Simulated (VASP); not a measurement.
Crystal: C.

```
C
1.0
     2.52210    0.00000    0.00000
    -1.26105    2.18420    0.00000
     0.00000    0.00000    8.23710
C
8
Direct
  0.00000 0.00000 0.09375
  0.00000 0.00000 0.59375
  0.00000 0.00000 0.40625
  0.00000 0.00000 0.90625
  0.33333 0.66667 0.15625
  0.66667 0.33333 0.65625
  0.33333 0.66667 0.34375
  0.66667 0.33333 0.84375
```

| Item | Value |
| --- | --- |
| Program | VASP 6.6.1 |
| Task | relaxation of cell and atoms |
| Functional | r2SCAN |
| Potentials or basis | VASP PAW PBE potentials, release 64 (C) |
| Cutoff | 600 eV |
| k mesh | 12 × 12 × 4 |
| Occupations | gaussian, width 0.02 eV |
| Spin | no spin polarisation |

At the start: pressure -1.6 GPa; volume 5.67 Å³/atom.

Q: Where does the relaxation end?

A: Over 8 steps the energy falls by 2.8 meV/atom and the volume is 5.65 Å³/atom (-0.4 %); space group P6_3/mmc (No. 194, to 0.1 Å) before and after.

Step by step:
```tsv
step	energy change (eV)	largest force (eV/Å)	pressure (GPa)	volume (Å³)
1	0.0000	0.3604	-1.60	45.38
2	0.0189	0.5774	2.38	45.00
3	-0.0219	0.0390	-0.15	45.22
4	-0.0219	0.0304	-0.18	45.22
5	-0.0219	0.0496	0.15	45.19
6	-0.0221	0.0104	-0.01	45.21
7	-0.0221	0.0156	0.01	45.20
8	-0.0221	0.0028	0.00	45.20
```

Final structure:
```cif
data_structure
_symmetry_space_group_name_H-M 'P 1'
_symmetry_Int_Tables_number 1
_cell_length_a 2.5105
_cell_length_b 2.5105
_cell_length_c 8.2821
_cell_angle_alpha 90.000
_cell_angle_beta 90.000
_cell_angle_gamma 120.000
_cell_volume 45.20
loop_
_atom_site_label
_atom_site_type_symbol
_atom_site_fract_x
_atom_site_fract_y
_atom_site_fract_z
_atom_site_occupancy
C1 C 0.00000 0.00000 0.09294 1
C2 C 0.00000 0.00000 0.59294 1
C3 C 0.00000 0.00000 0.40706 1
C4 C 0.00000 0.00000 0.90706 1
C5 C 0.33333 0.66667 0.15552 1
C6 C 0.66667 0.33333 0.65552 1
C7 C 0.33333 0.66667 0.34448 1
C8 C 0.66667 0.33333 0.84448 1
```

Caveat: the PAW data sets were made with another functional, which shifts forces and pressure a little.
